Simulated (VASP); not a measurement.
# NaCl (Fm-3m) in VASP: a series of runs

NaCl is run at these levels: BLYP+D4, HSE06, PBE0, r2SCAN0; tasks: relaxation of cell and atoms, single point.

Program: VASP 6.6.1. These are calculated values, not measurements. Logs are shortened: lines on timing, memory, paths and dates and some standing lists are left out, and cuts for length are marked.

## (1) The cell of the first run

It takes space group Fm-3m (No. 225, cubic). The conventional cell has a = 5.588 Å, b = 5.588 Å, c = 5.588 Å, α = 90.00°, β = 90.00°, γ = 90.00°. Within 3.7 Å of Cl (site symmetry m-3m) lie 6 Na at 2.79 Å. Within 3.7 Å of Na (site symmetry m-3m) lie 6 Cl at 2.79 Å.

## (2) Relaxation of cell and atoms, BLYP+D4

File INCAR:

```
AGGAC = 1.0
AGGAX = 1.0
ALDAC = 0.0
ALDAX = 1.0
ALGO = Normal
EDIFF = 1E-6
EDIFFG = -0.01
ENCUT = 600
GGA = B5
IBRION = 2
ISIF = 3
ISMEAR = -1
IVDW = 13
LASPH = T
LCHARG = F
LREAL = F
LWAVE = F
NELM = 100
NSW = 60
PREC = Accurate
SIGMA = 0.05
VDW_A1 = 0.44488865
VDW_A2 = 4.0933009
VDW_S6 = 1.0
VDW_S8 = 2.34076671
```

File KPOINTS:

```
k-points
0
Gamma
  8 8 8
```

File POSCAR:

```
NaCl
1.0
    0.0000000000      2.7940632177      2.7940632177
    2.7940632177      0.0000000000      2.7940632177
    2.7940632177      2.7940632177      0.0000000000
Cl Na
1 1
Direct
    0.5000000000      0.5000000000      0.5000000000
    0.0000000000      0.0000000000      0.0000000000
```

Potentials or basis: VASP PAW PBE potentials, release 64 (Cl, Na_pv).

On the command line:

```bash
$ cat potpaw_PBE.64/Cl/POTCAR potpaw_PBE.64/Na_pv/POTCAR > POTCAR
$ mpirun -np 1 vasp_std > vasp.out
```

OUTCAR:

```text
EDIFF = 1E-6
   EDIFFG = -0.01
   ENCUT = 600
   GGA = B5
   IBRION = 2
   ISIF = 3
   ISMEAR = -1
   IVDW = 13
   LASPH = T
   LREAL = F
   NELM = 100
   NSW = 60
   PREC = Accurate

 ion  position               nearest neighbor table
   1  0.500  0.500  0.500-
   2  0.000  0.000  0.000-

  LATTYP: Found a face centered cubic cell.
 ALAT       =     5.5881264354

  Lattice vectors:

 A1 = (   0.0000000000,   2.7940632177,   2.7940632177)
 A2 = (   2.7940632177,   0.0000000000,   2.7940632177)
 A3 = (   2.7940632177,   2.7940632177,   0.0000000000)

Analysis of symmetry for initial positions (statically):
=====================================================================
 Subroutine PRICEL returns:
 Original cell was already a primitive cell.

 Routine SETGRP: Setting up the symmetry group for a
 face centered cubic supercell.

 Subroutine GETGRP returns: Found 48 space group operations
 (whereof 48 operations were pure point group operations)
 out of a pool of 48 trial point group operations.

The static configuration has the point symmetry O_h .

Analysis of symmetry for dynamics (positions and initial velocities):
=====================================================================
 Subroutine PRICEL returns:
 Original cell was already a primitive cell.

 Routine SETGRP: Setting up the symmetry group for a
 face centered cubic supercell.

 Subroutine GETGRP returns: Found 48 space group operations
 (whereof 48 operations were pure point group operations)
 out of a pool of 48 trial point group operations.

The dynamic configuration has the point symmetry O_h .

 Subroutine INISYM returns: Found 48 space group operations
 (whereof 48 operations are pure point group operations),
 and found     1 'primitive' translations

----------------------------------------------------------------------------------------

                                     Primitive cell

  volume of cell :      43.6253

  direct lattice vectors                    reciprocal lattice vectors
     0.000000000  2.794063218  2.794063218    -0.178950854  0.178950854  0.178950854
     2.794063218  0.000000000  2.794063218     0.178950854 -0.178950854  0.178950854
     2.794063218  2.794063218  0.000000000     0.178950854  0.178950854 -0.178950854

  length of vectors
     3.951402097  3.951402097  3.951402097     0.309951972  0.309951972  0.309951972

  position of ions in fractional coordinates (direct lattice)
     0.500000000  0.500000000  0.500000000
     0.000000000  0.000000000  0.000000000

  ion indices of the primitive-cell ions
   primitive index   ion index
                 1           1
                 2           2

----------------------------------------------------------------------------------------

 KPOINTS: k-points

Automatic generation of k-mesh.
 Grid dimensions read from file:
 generate k-points for:    8    8    8

 Generating k-lattice:

  Cartesian coordinates                     Fractional coordinates (reciprocal lattice)
    -0.022368857  0.022368857  0.022368857     0.125000000  0.000000000  0.000000000
     0.022368857 -0.022368857  0.022368857     0.000000000  0.125000000  0.000000000
     0.022368857  0.022368857 -0.022368857     0.000000000  0.000000000  0.125000000

  Length of vectors
     0.038743996  0.038743996  0.038743996

  Shift w.r.t. Gamma in fractional coordinates (k-lattice)
     0.000000000  0.000000000  0.000000000

 Subroutine IBZKPT returns following result:
 ===========================================

 Found     29 irreducible k-points:

 Following reciprocal coordinates:
            Coordinates               Weight
  0.000000  0.000000  0.000000      1.000000
  0.125000  0.000000  0.000000      8.000000
  0.250000  0.000000  0.000000      8.000000
  0.375000  0.000000  0.000000      8.000000
  0.500000  0.000000  0.000000      4.000000
  0.125000  0.125000  0.000000      6.000000
[... 16 lines left out ...]
  0.500000  0.250000  0.125000     48.000000
 -0.375000  0.250000  0.125000     24.000000
 [... further k-points ...]
   k-points           NKPTS =     29   k-points in BZ     NKDIM =     29   number of bands    NBANDS=     11
   number of dos      NEDOS =    301   number of ions     NIONS =      2
   total plane-waves  NPLWV =  32768
   dimension x,y,z NGX =    32 NGY =   32 NGZ =   32
   dimension x,y,z NGXF=    64 NGYF=   64 NGZF=   64
   ions per type =               1   1
   NGX,Y,Z   is equivalent  to a cutoff of  13.46, 13.46, 13.46 a.u.
   NGXF,Y,Z  is equivalent  to a cutoff of  26.93, 26.93, 26.93 a.u.
 SYSTEM =  unknown system
   PREC   = accura    normal or accurate (medium, high low for compatibility)
   ISTART =      0    job   : 0-new  1-cont  2-samecut
   ICHARG =      2    charge: 1-file 2-atom 10-const
   ISPIN  =      1    spin polarized calculation?
   LNONCOLLINEAR =      F non collinear calculations
   LSORBIT =      F    spin-orbit coupling
   LASPH  =      T    aspherical Exc in radial PAW
   ENCUT  =  600.0 eV  44.10 Ry    6.64 a.u.   7.89  7.89  7.89*2*pi/ulx,y,z
   NELM   =    100;   NELMIN=  2; NELMDL= -5     # of ELM steps
   EDIFF  = 0.1E-05   stopping-criterion for ELM
   LREAL  =      F    real-space projection
   EDIFFG = -.1E-01   stopping-criterion for IOM
   NSW    =     60    number of steps for IOM
   IBRION =      2    ionic relax: 0-MD 1-quasi-New 2-CG
   NFREE  =      1    steps in history (QN), initial steepest desc. (CG)
   ISIF   =      3    stress and relaxation
   ISYM   =      2    0-nonsym 1-usesym 2-fastsym
   POTIM  = 0.5000    time-step for ionic-motion
   TEBEG  =    0.0;   TEEND  =   0.0 temperature during run
   PSTRESS=    0.0 pullay stress
   NELECT =      14.0000    total number of electrons
   NUPDOWN=      -1.0000    fix difference up-down
   EMIN   =  10.00;   EMAX   =-10.00  energy-range for DOS
   EFERMI =   0.00;   METHOD = LEGACY
   ISMEAR =    -1;   SIGMA  =   0.05  broadening in eV -4-tet -1-fermi 0-gaus
   EFERMI_NEDOS =   21; number of points for ismear=-14 and -15
   IALGO  =     38    algorithm
   IMIX   =      4    mixing-type and parameters
     AMIX     =   0.40;   BMIX     =  1.00
     AMIX_MAG =   1.60;   BMIX_MAG =  1.00
  volume/ion in A,a.u.               =      21.81       147.20
  Fermi-wavevector in a.u.,A,eV,Ry     =   1.120825  2.118053 17.092312  1.256249
  Thomas-Fermi vector in A             =   2.257475
   LORBIT       =      0    0 simple, 1 ext, 2 COOP (PROOUT), +10 PAW based schemes
   GGA     = B5    functional components
   LHFCALC =     F    Hartree Fock is set to
   AEXX    =    0.0000 exact exchange contribution
   IVDW    =    13    specifies the selected vdW correction
   LEPSILON=     F    determine dielectric tensor
   LRPA    =     F    only Hartree local field effects (RPA)
 conjugate gradient relaxation of ions
 non-spin polarized calculation
  energy-cutoff  :      600.00
  volume of cell :       43.63
 maximum number of plane-waves:      1475
   NGX = 15   NGY = 15   NGZ = 15

--------------------------------------- Ionic step        1  -------------------------------------------

 number of electron      14.0000010 magnetization

 Free energy of the ion-electron system (eV)
  ---------------------------------------------------
  ext. energy  EPLUGINS =         0.00000000
  ---------------------------------------------------
  free energy    TOTEN  =        -6.36909494 eV

  energy without entropy =       -6.36909494  energy(sigma->0) =       -6.36909494

------------------------ aborting loop because EDIFF is reached ----------------------------------------

  DFT-D4 for vdW energy calculation

  Edisp (eV):   -0.36622

  FORCE on cell =-STRESS in cart. coord.  units (eV):
  Direction    XX          YY          ZZ          XY          YZ          ZX
  --------------------------------------------------------------------------------------
  -------------------------------------------------------------------------------------
  Total       0.20840     0.20840     0.20840     0.00000     0.00000    -0.00000
  in kB       7.65385     7.65385     7.65385     0.00000     0.00000    -0.00000
  external pressure =        7.65 kB  Pullay stress =        0.00 kB
[... 141 lines left out ...]
  energy  without entropy=       -6.7378309856  energy(sigma->0) =       -6.73783099

--------------------------------------- Ionic step        5  -------------------------------------------

 number of electron      14.0000005 magnetization

 Free energy of the ion-electron system (eV)
  ---------------------------------------------------
  ext. energy  EPLUGINS =         0.00000000
  ---------------------------------------------------
  free energy    TOTEN  =        -6.38382970 eV

  energy without entropy =       -6.38382970  energy(sigma->0) =       -6.38382970

 E-fermi :   0.5924     XC(G=0):  -7.8624

 val. band max:       -0.4455154449   @ k =   0.0000   0.0000   0.0000
 cond. band min:       4.7128690200   @ k =   0.0000   0.0000   0.0000
 fundamental gap:      5.1583844649
 Fermi energy:         0.5923780293

 k-point     1 :       0.0000    0.0000    0.0000
  band No.  band energies     occupation
      1     -21.5304      2.00000
      2     -21.5303      2.00000
      3     -21.5303      2.00000
      4     -13.0773      2.00000
      5      -0.4455      2.00000
      6      -0.4455      2.00000
      7      -0.4455      2.00000
      8       4.7129      0.00000
      9      10.6950      0.00000
     10      10.6950      0.00000
     11      10.6950      0.00000
[... 309 lines left out ...]
 k-point    24 :      -0.3750    0.2500    0.1250
  band No.  band energies     occupation
      1     -21.5530      2.00000
      2     -21.5383      2.00000
      3     -21.5346      2.00000
      4     -12.7092      2.00000
      5      -2.0864      2.00000
      6      -1.2002      2.00000
      7      -0.8558      2.00000
      8       7.9835      0.00000
      9       9.0372      0.00000
     10       9.9261      0.00000
     11      11.2709      0.00000

 [... further k-points ...]

------------------------ aborting loop because EDIFF is reached ----------------------------------------

  DFT-D4 for vdW energy calculation

  Edisp (eV):   -0.35430

  FORCE on cell =-STRESS in cart. coord.  units (eV):
  Direction    XX          YY          ZZ          XY          YZ          ZX
  --------------------------------------------------------------------------------------
  -------------------------------------------------------------------------------------
  Total       0.00682     0.00682     0.00682     0.00000    -0.00000    -0.00000
  in kB       0.24378     0.24378     0.24378     0.00000    -0.00000    -0.00000
  external pressure =        0.24 kB  Pullay stress =        0.00 kB
[... 17 lines left out ...]
  FREE ENERGIE OF THE ION-ELECTRON SYSTEM (eV)
  ---------------------------------------------------
  free  energy   TOTEN  =        -6.7381259631 eV

  energy  without entropy=       -6.7381259630  energy(sigma->0) =       -6.73812596

 reached required accuracy - stopping structural energy minimisation
```

Wall time 67 s (1 thread of Intel Xeon 8259CL, shared host); peak memory 0.18 GiB.

What came out:

| Item | Value |
| --- | --- |
| Free energy | -6.7381 eV |
| Relaxed volume | 22.40 Å³/atom |
| Relaxed cell | a = 3.986 Å, b = 3.986 Å, c = 3.986 Å, α = 60.00°, β = 60.00°, γ = 60.00° |
| Space group after relaxing (to 0.1 Å) | Fm-3m (No. 225) |
| Energy gained by relaxing | 1.4 meV/atom |
| Ionic steps | 5 |
| Pressure after relaxing | 0.0 GPa |
| Band gap on the k mesh | 5.16 eV |
| Dispersion energy per atom | -0.177 eV |

The path:
```
step  energy change (eV)  largest force (eV/Å)  pressure (GPa)  volume (Å³)
   1              0.0000                0.0000            0.77        43.63
   2             -0.0022                0.0000            0.29        44.29
   3             -0.0027                0.0000            0.11        44.61
   4             -0.0025                0.0000           -0.27        45.26
   5             -0.0028                0.0000            0.02        44.79
```

Final structure:
```
CELL_PARAMETERS angstrom
0.00000 2.81881 2.81881
2.81881 0.00000 2.81881
2.81881 2.81881 0.00000
ATOMIC_POSITIONS crystal
Cl 0.50000 0.50000 0.50000
Na 0.00000 0.00000 0.00000
```

Caveat: the PAW data sets were made with another functional, which shifts forces and pressure a little. A k mesh can miss the band edges.

## (3) Single point, HSE06

POSCAR is that of step 2.

File INCAR.step1:

```
SYSTEM = NaCl
PREC = Accurate
ENCUT = 520
EDIFF = 1E-5
ISMEAR = -1
SIGMA = 0.05
LREAL = .FALSE.
LASPH = .TRUE.
NELM = 100
ALGO = Normal
ISIF = 2
LWAVE = .TRUE.
LCHARG = .FALSE.
NBANDS = 14
GGA = PE
```

File INCAR.step2:

```
SYSTEM = NaCl
PREC = Accurate
ENCUT = 520
EDIFF = 1E-7
ISMEAR = -1
SIGMA = 0.05
LREAL = .FALSE.
LASPH = .TRUE.
NELM = 100
ALGO = Normal
ISIF = 2
LWAVE = .FALSE.
LCHARG = .FALSE.
GGA = PE
LHFCALC = .TRUE.
HFSCREEN = 0.2079
PRECFOCK = Normal
NBANDS = 14
ISTART = 1
```

File KPOINTS:

```
Automatic mesh
0
G
  5 5 5
  0 0 0
```

Potentials or basis: VASP PAW PBE potentials, release 64 (Cl, Na_pv).

On the command line:

```bash
$ cat potpaw_PBE.64/Cl/POTCAR potpaw_PBE.64/Na_pv/POTCAR > POTCAR
$ cp INCAR.step1 INCAR
$ mpirun -np 1 vasp_std > vasp.out
$ cp INCAR.step2 INCAR
$ mpirun -np 1 vasp_std > vasp.out
```

Wall time 29 min (1 thread of AMD EPYC 7R43 (Zen 3), shared host); peak memory 0.22 GiB.

Results (log left out):

- Free energy: -7.8732 eV
- Pressure: 1.0 GPa
- Band gap on the k mesh: 6.59 eV

Levels at points of the mesh, in eV from the valence-band top:
```
           k point  band 5  band 6  band 7  band 8  band 9  band 10
(0.00, 0.00, 0.00)    0.00    0.00    0.00    6.59   12.65    12.65
```

Caveat: the PAW data sets were made with another functional, which shifts forces and pressure a little.

## (4) Single point, PBE0

POSCAR is that of step 3.

File INCAR.step1:

```
PREC     = Accurate       # precision mode
ENCUT    = 520            # plane-wave cutoff, eV
EDIFF    = 1E-5           # SCF threshold, eV
ISMEAR   = -1             # smearing method
SIGMA    = 0.05           # smearing width, eV
LREAL    = False          # projectors in reciprocal space
LASPH    = True           # aspherical terms in the spheres
NELM     = 100            # most SCF steps
ALGO     = Normal         # electronic algorithm
ISIF     = 2              # what is computed and relaxed
LWAVE    = True           # write WAVECAR
GGA      = PE             # functional
NBANDS   = 14             # bands
```

File INCAR.step2:

```
PREC     = Accurate       # precision mode
ENCUT    = 520            # plane-wave cutoff, eV
EDIFF    = 1E-7           # SCF threshold, eV
ISMEAR   = -1             # smearing method
SIGMA    = 0.05           # smearing width, eV
LREAL    = False          # projectors in reciprocal space
LASPH    = True           # aspherical terms in the spheres
NELM     = 100            # most SCF steps
ALGO     = Normal         # electronic algorithm
ISIF     = 2              # what is computed and relaxed
LWAVE    = False          # write WAVECAR
LCHARG   = True           # write CHGCAR
GGA      = PE             # functional
LHFCALC  = True           # exact exchange
AEXX     = 0.25           # exact-exchange fraction
PRECFOCK = Normal       
LELF     = True           # ELF
LVHAR    = True         
ISTART   = 1            
NBANDS   = 14             # bands
```

File KPOINTS:

```
Automatic mesh
0
Gamma
  5 5 5
```

On the command line:

```bash
$ cat potpaw_PBE.64/Cl/POTCAR potpaw_PBE.64/Na_pv/POTCAR > POTCAR
$ cp INCAR.step1 INCAR
$ mpirun -np 1 vasp_std > vasp.out
$ cp INCAR.step2 INCAR
$ mpirun -np 1 vasp_std > vasp.out
```

It took 18 min on 1 thread of AMD EPYC 7R43 (Zen 3), shared host; peak memory 0.13 GiB.

Results (log left out):

| Property | Result |
| --- | --- |
| Free energy | -8.4018 eV |
| Pressure | 0.9 GPa |
| Band gap on the k mesh | 7.33 eV |

Levels at points of the mesh, in eV from the valence-band top:
```
           k point  band 5  band 6  band 7  band 8  band 9  band 10
(0.00, 0.00, 0.00)    0.00    0.00    0.00    7.33   13.42    13.42
```

Caveat: the PAW data sets were made with another functional, which shifts forces and pressure a little.

## (5) Single point, r2SCAN0

POSCAR is that of step 4.

File INCAR.step1:

```
SYSTEM = NaCl
PREC = Accurate ; ENCUT = 520
EDIFF = 1E-5 ; ISMEAR = -1
SIGMA = 0.05 ; LREAL = .False.
LASPH = .True. ; NELM = 100
ALGO = Normal ; ISIF = 2
LWAVE = .True. ; LCHARG = .False.
NBANDS = 14 ; GGA = PE
```

File INCAR.step2:

```
SYSTEM = NaCl
PREC = Accurate ; ENCUT = 520
EDIFF = 1E-6 ; ISMEAR = -1
SIGMA = 0.05 ; LREAL = .False.
LASPH = .True. ; NELM = 100
ALGO = Normal ; ISIF = 2
LWAVE = .False. ; LCHARG = .False.
METAGGA = R2SCAN ; LHFCALC = .True.
AEXX = 0.25 ; LMIXTAU = .True.
PRECFOCK = Normal ; NBANDS = 14
ISTART = 1
```

File KPOINTS:

```
Automatic mesh
0
Gamma
  5 5 5
  0 0 0
```

On the command line:

```bash
$ cat potpaw_PBE.64/Cl/POTCAR potpaw_PBE.64/Na_pv/POTCAR > POTCAR
$ cp INCAR.step1 INCAR
$ mpirun -np 1 vasp_std > vasp.out
$ cp INCAR.step2 INCAR
$ mpirun -np 1 vasp_std > vasp.out
```

It took 18 min on 1 thread of AMD EPYC 7R43 (Zen 3), shared host; peak memory 0.14 GiB.

Results (log left out):

```yaml
Free_energy: -13.6422 eV
Pressure: 0.0 GPa
Band_gap_on_the_k_mesh: 7.80 eV
```

Levels at points of the mesh, in eV from the valence-band top:
```
           k point  band 3  band 4  band 5  band 6  band 7  band 8  band 9  band 10  band 11  band 12
(0.00, 0.00, 0.00)  -23.37  -14.31    0.00    0.00    0.00    7.80   13.79    13.79    13.79    16.24
```

Caveat: the PAW data sets were made with another functional, which shifts forces and pressure a little.

## (6) The runs side by side

```csv
task,level,cell,k mesh,cutoff (eV),grid for exact exchange (PRECFOCK),share of exact exchange,screening parameter,gap on the mesh (eV),pressure (GPa)
relaxation of cell and atoms,BLYP+D4,relaxed,8 × 8 × 8,600,-,-,-,5.16,0.0
single point,HSE06,as given,5 × 5 × 5,520,Normal,0.25,0.2079 1/Å,6.59,1.0
single point,PBE0,as given,5 × 5 × 5,520,Normal,0.25,-,7.33,0.9
single point,r2SCAN0,as given,5 × 5 × 5,520,Normal,0.25,-,7.80,0.0
```

Alike in all rows: potentials or basis VASP PAW PBE potentials, release 64 (Cl, Na_pv); no spin polarisation; smearing fermi-dirac 0.05 eV.

On the cell as given the gap runs from 6.59 eV (HSE06) to 7.80 eV (r2SCAN0). The pressure there spans 0.0 GPa (r2SCAN0) to 1.0 GPa (HSE06); a positive pressure means that this level wants a larger cell, a negative one a smaller.

Caveats: the PAW data sets were made with another functional, which shifts forces and pressure a little.

Total energies depend on the potentials used, so only differences within one code and one set of settings carry meaning.
